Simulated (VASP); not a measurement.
# Sc (P6_3/mmc) in VASP: a series of runs

Runs on Sc. Level: LDA. Tasks: single point, relaxation of volume and atoms at fixed shape.

Program: VASP 6.6.1. These are calculated values, not measurements. Logs are shortened: lines on timing, memory, paths and dates and some standing lists are left out, and cuts for length are marked.

## (1) The cell of the first run

Symmetry: P6_3/mmc, No. 194, hexagonal system. Conventional cell: a = 3.197 Å, b = 3.197 Å, c = 5.095 Å, α = 90.00°, β = 90.00°, γ = 120.00°. Sc (site symmetry -6m2) has 12 Sc at 3.15 to 3.20 Å within 4.1 Å.

## (2) Single point, LDA

INCAR

```
ALGO     = Normal         # electronic algorithm
EDIFF    = 1E-6           # SCF threshold, eV
ENCUT    = 520            # plane-wave cutoff, eV
ISIF     = 2              # what is computed and relaxed
ISMEAR   = -1             # smearing method
LASPH    = T              # aspherical terms in the spheres
LCHARG   = F              # write CHGCAR
LREAL    = F              # projectors in reciprocal space
LWAVE    = F              # write WAVECAR
NBANDS   = 18             # bands
NELM     = 60             # most SCF steps
PREC     = Accurate       # precision mode
SIGMA    = 0.05           # smearing width, eV
```

KPOINTS

```
k-points
0
Gamma
  14 14 8
```

POSCAR

```
Sc
1.0
    3.1973248627      0.0000000000      0.0000000000
   -1.5986624313      2.7689645552      0.0000000000
    0.0000000000      0.0000000000      5.0953319366
Sc
2
Direct
    0.3333333333      0.6666666667      0.2500000000
    0.6666666667      0.3333333333      0.7500000000
```

Potentials or basis: VASP PAW LDA potentials, release 64 (Sc_sv).

The run is started by

```
$ cat potpaw_LDA.64/Sc_sv/POTCAR > POTCAR
$ mpirun -np 1 vasp_std > vasp.out
```

OUTCAR:

```text
EDIFF = 1E-6
   ENCUT = 520
   ISIF = 2
   ISMEAR = -1
   LASPH = T
   LREAL = F
   NELM = 60
   PREC = Accurate

 ion  position               nearest neighbor table
   1  0.333  0.667  0.250-   2 3.15   2 3.15   2 3.15   2 3.15   2 3.15   2 3.15
   2  0.667  0.333  0.750-   1 3.15   1 3.15   1 3.15   1 3.15   1 3.15   1 3.15

  LATTYP: Found a hexagonal cell.
 ALAT       =     3.1973248627
 C/A-ratio  =     1.5936234682

  Lattice vectors:

 A1 = (   3.1973248627,   0.0000000000,   0.0000000000)
 A2 = (  -1.5986624313,   2.7689645552,   0.0000000000)
 A3 = (   0.0000000000,   0.0000000000,   5.0953319366)

Analysis of symmetry for initial positions (statically):
=====================================================================
 Subroutine PRICEL returns:
 Original cell was already a primitive cell.

 Routine SETGRP: Setting up the symmetry group for a
 hexagonal supercell.

 Subroutine GETGRP returns: Found 24 space group operations
 (whereof 12 operations were pure point group operations)
 out of a pool of 24 trial point group operations.

The static configuration has the point symmetry D_3d.
 The point group associated with its full space group is D_6h.

Analysis of symmetry for dynamics (positions and initial velocities):
=====================================================================
 Subroutine PRICEL returns:
 Original cell was already a primitive cell.

 Routine SETGRP: Setting up the symmetry group for a
 hexagonal supercell.

 Subroutine GETGRP returns: Found 24 space group operations
 (whereof 12 operations were pure point group operations)
 out of a pool of 24 trial point group operations.

The dynamic configuration has the point symmetry D_3d.
 The point group associated with its full space group is D_6h.

 Subroutine INISYM returns: Found 24 space group operations
 (whereof 12 operations are pure point group operations),
 and found     1 'primitive' translations

----------------------------------------------------------------------------------------

                                     Primitive cell

  volume of cell :      45.1104

  direct lattice vectors                    reciprocal lattice vectors
     3.197324863  0.000000000  0.000000000     0.312761462  0.180572915  0.000000000
    -1.598662431  2.768964555  0.000000000     0.000000000  0.361145829  0.000000000
     0.000000000  0.000000000  5.095331937     0.000000000  0.000000000  0.196258068
[... 81 lines left out ...]
   LASPH  =      T    aspherical Exc in radial PAW
   ENCUT  =  520.0 eV  38.22 Ry    6.18 a.u.   5.94  5.94  9.47*2*pi/ulx,y,z
   NELM   =     60;   NELMIN=  2; NELMDL= -5     # of ELM steps
   EDIFF  = 0.1E-05   stopping-criterion for ELM
   LREAL  =      F    real-space projection
   EDIFFG = 0.1E-04   stopping-criterion for IOM
   NSW    =      0    number of steps for IOM
   IBRION =     -1    ionic relax: 0-MD 1-quasi-New 2-CG
   NFREE  =      0    steps in history (QN), initial steepest desc. (CG)
   ISIF   =      2    stress and relaxation
   ISYM   =      2    0-nonsym 1-usesym 2-fastsym
   POTIM  = 0.5000    time-step for ionic-motion
   TEBEG  =    0.0;   TEEND  =   0.0 temperature during run
   PSTRESS=    0.0 pullay stress
   NELECT =      22.0000    total number of electrons
   NUPDOWN=      -1.0000    fix difference up-down
   EMIN   =  10.00;   EMAX   =-10.00  energy-range for DOS
   EFERMI =   0.00;   METHOD = LEGACY
   ISMEAR =    -1;   SIGMA  =   0.05  broadening in eV -4-tet -1-fermi 0-gaus
   EFERMI_NEDOS =   21; number of points for ismear=-14 and -15
   IALGO  =     38    algorithm
   IMIX   =      4    mixing-type and parameters
     AMIX     =   0.40;   BMIX     =  1.00
     AMIX_MAG =   1.60;   BMIX_MAG =  1.00
  volume/ion in A,a.u.               =      22.56       152.21
  Fermi-wavevector in a.u.,A,eV,Ry     =   1.288616  2.435131 22.592898  1.660531
  Thomas-Fermi vector in A             =   2.420559
   LORBIT       =      0    0 simple, 1 ext, 2 COOP (PROOUT), +10 PAW based schemes
   GGA     = CA    functional components
   LHFCALC =     F    Hartree Fock is set to
   AEXX    =    0.0000 exact exchange contribution
   IVDW    =     0    specifies the selected vdW correction
   LEPSILON=     F    determine dielectric tensor
   LRPA    =     F    only Hartree local field effects (RPA)
 non-spin polarized calculation
  energy-cutoff  :      520.00
  volume of cell :       45.11
 maximum number of plane-waves:      1236
 NGX is ok and might be reduce to    24
   NGX = 11   NGY = 11   NGZ = 19

 number of electron      21.9999996 magnetization

 Free energy of the ion-electron system (eV)
  ---------------------------------------------------
  ext. energy  EPLUGINS =         0.00000000
  ---------------------------------------------------
  free energy    TOTEN  =       -13.45685741 eV

  energy without entropy =      -13.42515725  energy(sigma->0) =      -13.44100733

 E-fermi :   3.9983     XC(G=0): -10.5152

 val. band max:        3.9973843009   @ k =   0.2857   0.0000   0.3750
 cond. band min:       4.0097259138   @ k =   0.2143   0.1429   0.3750
 fundamental gap:      0.0123416129
 Fermi energy:         3.9982805732

 k-point     1 :       0.0000    0.0000    0.0000
  band No.  band energies     occupation
      1     -44.6001      2.00000
      2     -44.4993      2.00000
      3     -23.8501      2.00000
      4     -23.3728      2.00000
      5     -23.3728      2.00000
      6     -23.2921      2.00000
[... 481 lines left out ...]
      5     -23.6022      2.00000
      6     -23.5215      2.00000
[... 10 lines left out ...]
     17       7.9683      0.00000
     18       8.0800      0.00000

 [... further k-points ...]

------------------------ aborting loop because EDIFF is reached ----------------------------------------

  FORCE on cell =-STRESS in cart. coord.  units (eV):
  Direction    XX          YY          ZZ          XY          YZ          ZX
  --------------------------------------------------------------------------------------
  -------------------------------------------------------------------------------------
  Total        0.2583168      0.2583168     -0.4479348      0.0000000      0.0000000     -0.0000000
  in kB        9.1745892      9.1745892    -15.9092130      0.0000000      0.0000000     -0.0000000
  external PRESSURE =       0.8133218 kB  Pullay stress =       0.0000000 kB

 VOLUME and BASIS-vectors are now :
 -----------------------------------------------------------------------------
  energy-cutoff  :      520.00
  volume of cell :       45.11
      direct lattice vectors                 reciprocal lattice vectors
     3.197324863  0.000000000  0.000000000     0.312761462  0.180572915  0.000000000
    -1.598662431  2.768964555  0.000000000     0.000000000  0.361145829  0.000000000
     0.000000000  0.000000000  5.095331937     0.000000000  0.000000000  0.196258068

 POSITION                                       TOTAL-FORCE (eV/Angst)
 -----------------------------------------------------------------------------------
     -0.00000      1.84598      1.27383         0.000000      0.000000      0.000000
      1.59866      0.92299      3.82150        -0.000000     -0.000000      0.000000
 -----------------------------------------------------------------------------------
    total drift:                               -0.000000      0.000000     -0.000000

  FREE ENERGIE OF THE ION-ELECTRON SYSTEM (eV)
  ---------------------------------------------------
  free  energy   TOTEN  =       -13.4568574083 eV

  energy  without entropy=      -13.4251572523  energy(sigma->0) =      -13.44100733
```

OSZICAR:

```text
N       E                     dE             d eps       ncg     rms          rms(c)
DAV:   1     0.352461013502E+03    0.35246E+03   -0.10884E+04  4336   0.135E+03
DAV:   2     0.560159184570E+01   -0.34686E+03   -0.33989E+03  5376   0.559E+02
DAV:   3    -0.143379003776E+02   -0.19939E+02   -0.19111E+02  7108   0.166E+02
DAV:   4    -0.147484875444E+02   -0.41059E+00   -0.40795E+00  6662   0.217E+01
DAV:   5    -0.147530851950E+02   -0.45977E-02   -0.45952E-02  7390   0.250E+00    0.828E+00
DAV:   6    -0.136285760586E+02    0.11245E+01   -0.24745E+00  5724   0.185E+01    0.250E+00
DAV:   7    -0.134707951434E+02    0.15778E+00   -0.60303E-01  5930   0.823E+00    0.735E-01
DAV:   8    -0.134576506386E+02    0.13145E-01   -0.27633E-02  5492   0.225E+00    0.222E-01
DAV:   9    -0.134568358454E+02    0.81479E-03   -0.56197E-03  6274   0.784E-01    0.226E-02
DAV:  10    -0.134568565151E+02   -0.20670E-04   -0.11546E-04  6796   0.150E-01    0.457E-03
DAV:  11    -0.134568574083E+02   -0.89314E-06   -0.20599E-06  4414   0.169E-02
   1 F= -.13456857E+02 E0= -.13441007E+02  d E =-.317002E-01
```

stdout:

```text
POSCAR found type information on POSCAR Sc
 POSCAR found :  1 types and       2 ions
 scaLAPACK will be used
 LDA part: xc-table for (Slater(with rela. corr.)+CA(PZ))
 , standard interpolation
 POSCAR, INCAR and KPOINTS ok, starting setup
 FFT: planning ... GRIDC
 FFT: planning ... GRID_SOFT
 FFT: planning ... GRID
 WAVECAR not read
 entering main loop
```

Run time: 22 s. Hardware: 1 thread of Intel Xeon 6975P-C (Granite Rapids), shared host; peak memory 0.19 GiB.

What came out:

| Quantity | Value |
| --- | --- |
| Free energy | -13.4569 eV |
| Pressure | 0.1 GPa |
| Band gap on the k mesh | zero (bands 11 and 12 overlap by 1.44 eV) |

Stress tensor (GPa, compression positive):
```
 0.92  0.00  0.00
 0.00  0.92  0.00
 0.00  0.00 -1.59
```

Levels at points of the mesh, in eV from the Fermi level:
```csv
k point,band 8,band 9,band 10,band 11,band 12,band 13,band 14,band 15
"(0.00, 0.00, 0.00)",-27.27,-5.24,-1.81,0.75,1.66,1.66,1.79,2.13
"(0.50, 0.00, 0.00)",-27.35,-1.62,-1.17,-0.84,-0.17,1.32,1.45,1.91
"(0.00, 0.00, 0.50)",-27.33,-3.63,-3.63,0.91,0.91,1.60,1.60,1.60
"(0.50, 0.00, 0.50)",-27.41,-1.61,-1.61,0.04,0.04,1.49,1.49,2.58
```

## (3) Relaxation of volume and atoms at fixed shape, LDA

This run uses another cell than the first one, of 25.00 Å³/atom.

INCAR

```
PREC = Accurate
ENCUT = 600
EDIFF = 1E-6
ISMEAR = -1
SIGMA = 0.05
LREAL = F
LASPH = T
NELM = 100
ALGO = Normal
ISIF = 8
LWAVE = F
LCHARG = F
IBRION = 2
NSW = 80
EDIFFG = -0.02
```

KPOINTS

```
regular mesh
0
Gamma
  14 14 8
```

POSCAR

```
Sc
1.0
    3.3090000000      0.0000000000      0.0000000000
   -1.6545000000      2.8656780000      0.0000000000
    0.0000000000      0.0000000000      5.2733000000
Sc
2
Direct
    0.3333333333      0.6666666667      0.2500000000
    0.6666666667      0.3333333333      0.7500000000
```

Potentials or basis: VASP PAW LDA potentials, release 64 (Sc_sv).

The run is started by

```
$ cat potpaw_LDA.64/Sc_sv/POTCAR > POTCAR
$ mpirun -np 1 vasp_std > vasp.out
```

Run time: 79 s. Hardware: 1 thread of Intel Xeon 6975P-C (Granite Rapids), shared host; peak memory 0.22 GiB.

The run converged. Its results:

```yaml
Free_energy: -13.4573 eV
Relaxed_volume: 22.60 Å³/atom
Relaxed_cell: a = 3.199 Å, b = 3.199 Å, c = 5.098 Å, α = 90.00°, β = 90.00°, γ = 120.00°
Space_group_after_relaxing_to_0.1_Å: P6_3/mmc (No. 194)
Energy_gained_by_relaxing: 42.1 meV/atom
Ionic_steps: 3
Pressure_after_relaxing: 0.1 GPa
Band_gap_on_the_k_mesh: zero (bands 11 and 12 overlap by 1.44 eV)
```

Stress tensor (GPa, compression positive):
```
 0.88  0.00  0.00
 0.00  0.88  0.00
 0.00  0.00 -1.60
```

Step by step:
```csv
step,energy change (eV),largest force (eV/Å),pressure (GPa),volume (Å³)
1,0.0000,0.0000,-5.24,50.00
2,-0.0807,0.0000,1.25,44.31
3,-0.0842,0.0000,0.05,45.19
```

Final structure:
```
Sc
1.0
     3.19927    0.00000    0.00000
    -1.59963    2.77065    0.00000
     0.00000    0.00000    5.09843
Sc
2
Direct
  0.33333 0.66667 0.25000
  0.66667 0.33333 0.75000
```

Levels at points of the mesh, in eV from the Fermi level:
```csv
k point,band 9,band 10,band 11,band 12,band 13,band 14
"(0.00, 0.00, 0.00)",-5.23,-1.80,0.74,1.66,1.66,1.79
"(0.50, 0.00, 0.00)",-1.62,-1.17,-0.84,-0.17,1.32,1.45
"(0.00, 0.00, 0.50)",-3.63,-3.63,0.91,0.91,1.59,1.59
"(0.50, 0.00, 0.50)",-1.61,-1.61,0.04,0.04,1.49,1.49
```
